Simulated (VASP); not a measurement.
Here is a VASP 6.6.1 calculation.

File INCAR:

```
SYSTEM = Zn
PREC     = Accurate       ! precision mode
ENCUT    = 520            ! plane-wave cutoff, eV
EDIFF    = 1E-6           ! SCF threshold, eV
ISMEAR   = -1             ! smearing method
SIGMA    = 0.1            ! smearing width, eV
LREAL    = .False.        ! projectors in reciprocal space
LASPH    = .True.         ! aspherical terms in the spheres
NELM     = 80             ! most SCF steps
ALGO     = Normal         ! electronic algorithm
ISIF     = 2              ! what is computed and relaxed
LWAVE    = .False.        ! write WAVECAR
LCHARG   = .False.        ! write CHGCAR
GGA      = RP             ! functional
NBANDS   = 32             ! bands
```

The input KPOINTS:

```
Automatic mesh
0
Gamma
  15 15 4
  0 0 0
```

The input POSCAR:

```
Zn
1.0
    2.6603300861      0.0000000000      0.0000000000
   -1.3301650430      2.3039134371      0.0000000000
    0.0000000000      0.0000000000      9.9687640656
Zn
4
Direct
    1.0000000000      0.0000000000      1.0000000000
    1.0000000000      1.0000000000      0.5000000000
    0.3333333333      0.6666666667      0.2500000000
    0.6666666667      0.3333333333      0.7500000000
```

Potentials or basis: VASP PAW PBE potentials, release 64 (Zn).

The run is started by

```bash
$ cat potpaw_PBE.64/Zn/POTCAR > POTCAR
$ mpirun -np 1 vasp_std > vasp.out
```

(1) Estimate the pressure.

(2) What does it give for the band gap on the k mesh?

## Answers

(1) 3.2 GPa.

(2) zero (bands 24 and 25 overlap by 4.85 eV).

Caveat: the cell stands under pressure; the PAW data sets were made with another functional, which shifts forces and pressure a little.
